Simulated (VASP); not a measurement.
# Se (Pm-3m) in VASP: settings compared, part 2 of 2

VASP 6.6.1. The steps go on from the part before.

## Step 5: Single point, PBE

Contents of INCAR:

```
SYSTEM = Se
  PREC = Accurate
  ENCUT = 520
  EDIFF = 1E-7
  ISMEAR = 0
  SIGMA = 0.02
  LREAL = .False.
  LASPH = .True.
  NELM = 80
  ALGO = Normal
  ISIF = 2
  LWAVE = .False.
  LCHARG = .False.
  GGA = PE
  NBANDS = 9
```

Contents of KPOINTS:

```
regular mesh
0
Gamma
  9 9 9
  0 0 0
```

Contents of POSCAR:

```
Se
1.0
    2.8105630200      0.0000000000      0.0000000000
    0.0000000000      2.8105630200      0.0000000000
    0.0000000000      0.0000000000      2.8105630200
Se
1
Direct
    0.0000000000      0.0000000000      0.0000000000
```

Potentials or basis: VASP PAW PBE potentials, release 64 (Se).

On the command line:

```
$ cat potpaw_PBE.64/Se/POTCAR > POTCAR
$ mpirun -np 1 vasp_std > vasp.out
```

OUTCAR:

```text
SYSTEM = Se
   PREC = Accurate
   ENCUT = 520
   EDIFF = 1E-7
   ISMEAR = 0
   LREAL = .False.
   LASPH = .True.
   NELM = 80
   ISIF = 2
   GGA = PE

 ion  position               nearest neighbor table
   1  0.000  0.000  0.000-

  LATTYP: Found a simple cubic cell.
 ALAT       =     2.8105630200

  Lattice vectors:

 A1 = (   2.8105630200,   0.0000000000,   0.0000000000)
 A2 = (   0.0000000000,   2.8105630200,   0.0000000000)
 A3 = (   0.0000000000,   0.0000000000,   2.8105630200)

Analysis of symmetry for initial positions (statically):
=====================================================================
 Subroutine PRICEL returns:
 Original cell was already a primitive cell.

 Routine SETGRP: Setting up the symmetry group for a
 simple cubic supercell.

 Subroutine GETGRP returns: Found 48 space group operations
 (whereof 48 operations were pure point group operations)
 out of a pool of 48 trial point group operations.

The static configuration has the point symmetry O_h .

Analysis of symmetry for dynamics (positions and initial velocities):
=====================================================================
 Subroutine PRICEL returns:
[... 155 lines left out ...]

 E-fermi :   4.8753     XC(G=0):  -9.9939

 val. band max:        4.8590229359   @ k =   0.4444   0.3333   0.2222
 cond. band min:       4.9260661987   @ k =   0.1111   0.1111   0.1111
 fundamental gap:      0.0670432628
 Fermi energy:         4.8753031902

 k-point     1 :       0.0000    0.0000    0.0000
  band No.  band energies     occupation
      1     -11.2763      2.00000
      2       6.3385      0.00000
      3       6.3385      0.00000
      4       6.3385      0.00000
      5      12.6510      0.00000
      6      12.6510      0.00000
      7      12.8792      0.00000
      8      27.2739      0.00000
      9      27.2739      0.00000
[... 265 lines left out ...]
 k-point    24 :       0.4444    0.3333    0.1111
  band No.  band energies     occupation
      1      -7.6729      2.00000
      2      -0.4808      2.00000
      3       1.5239      2.00000
      4       7.3354      0.00000
      5       9.7892      0.00000
      6      16.8885      0.00000
      7      18.3481      0.00000
      8      19.7888      0.00000
      9      24.6825      0.00000

 [... further k-points ...]
[... 5 lines left out ...]
  --------------------------------------------------------------------------------------
  -------------------------------------------------------------------------------------
  Total        0.3071879      0.3071879      0.3071879     -0.0000000      0.0000000     -0.0000000
  in kB       22.1684186     22.1684186     22.1684186     -0.0000000      0.0000000     -0.0000000
  external PRESSURE =      22.1684186 kB  Pullay stress =       0.0000000 kB

 VOLUME and BASIS-vectors are now :
 -----------------------------------------------------------------------------
  energy-cutoff  :      520.00
  volume of cell :       22.20
      direct lattice vectors                 reciprocal lattice vectors
     2.810563020  0.000000000  0.000000000     0.355800597  0.000000000  0.000000000
     0.000000000  2.810563020  0.000000000     0.000000000  0.355800597  0.000000000
     0.000000000  0.000000000  2.810563020     0.000000000  0.000000000  0.355800597

 POSITION                                       TOTAL-FORCE (eV/Angst)
 -----------------------------------------------------------------------------------
      0.00000      0.00000      0.00000         0.000000      0.000000      0.000000
 -----------------------------------------------------------------------------------
    total drift:                               -0.000000      0.000000      0.000000

  FREE ENERGIE OF THE ION-ELECTRON SYSTEM (eV)
  ---------------------------------------------------
  free  energy   TOTEN  =        -3.3253271895 eV

  energy  without entropy=       -3.3249423568  energy(sigma->0) =       -3.32513477
```

stdout:

```text
POSCAR found type information on POSCAR Se
 POSCAR found :  1 types and       1 ions
 scaLAPACK will be used
 LDA part: xc-table for (Slater+PW92), standard interpolation
 POSCAR, INCAR and KPOINTS ok, starting setup
 FFT: planning ... GRIDC
 FFT: planning ... GRID_SOFT
 FFT: planning ... GRID
 WAVECAR not read
 entering main loop
```

It took 20 s on 1 thread of Intel Xeon 8259CL, shared host; peak memory 0.14 GiB.

Results:

* Free energy: -3.3253 eV
* Pressure: 2.2 GPa
* Band gap on the k mesh: zero (band 3 reaches 7.74 eV, above the bottom of band 4 at 1.64 eV)

## Step 6: Single point, RPBE

Contents of INCAR:

```
  PREC = Accurate
  ENCUT = 520
  EDIFF = 1E-7
  ISMEAR = 0
  SIGMA = 0.1
  LREAL = F
  LASPH = T
  NELM = 100
  ALGO = Normal
  ISIF = 2
  LWAVE = F
  LCHARG = F
  GGA = RP
  NBANDS = 9
```

Contents of KPOINTS:

```
regular mesh
0
Gamma
  9 9 9
```

POSCAR is that of step 5.

Potentials or basis: VASP PAW PBE potentials, release 64 (Se).

On the command line:

```
$ cat potpaw_PBE.64/Se/POTCAR > POTCAR
$ mpirun -np 1 vasp_std > vasp.out
```

Wall time 19 s (1 thread of Intel Xeon 8259CL, shared host); peak memory 0.14 GiB.

It converged, with:

```yaml
Free_energy: -2.9320 eV
Pressure: 3.8 GPa
Band_gap_on_the_k_mesh: zero (band 3 reaches 7.84 eV, above the bottom of band 4 at 1.73 eV)
```

Levels at points of the mesh, in eV from the Fermi level:
| k point | band 1 | band 2 | band 3 | band 4 | band 5 | band 6 |
| --- | --- | --- | --- | --- | --- | --- |
| (0.00, 0.00, 0.00) | -16.17 | 1.43 | 1.43 | 1.43 | 7.72 | 7.72 |

Caveat: the PAW data sets were made with another functional, which shifts forces and pressure a little.

## Step 7: The runs side by side

```tsv
task	level	cell	cutoff (eV)	smearing	gap on the mesh (eV)	pressure (GPa)	relaxed volume (Å³/atom)
relaxation of cell and atoms	PBE	relaxed	600	fermi-dirac 0.05 eV	none	0.0	22.82
relaxation of cell and atoms	BLYP	relaxed	600	fermi-dirac 0.05 eV	none	0.0	24.80
relaxation of cell and atoms	r2SCAN	relaxed	600	fermi-dirac 0.05 eV	none	0.0	22.41
single point	PBE	as given	520	gaussian 0.02 eV	none	2.2	-
single point	RPBE	as given	520	gaussian 0.1 eV	none	3.8	-
```

Alike in all rows: potentials or basis VASP PAW PBE potentials, release 64 (Se); no spin polarisation; k mesh 9 × 9 × 9.

Caveats: the PAW data sets were made with another functional, which shifts forces and pressure a little (some runs).

Absolute energies hang on the potentials; compare differences alone.
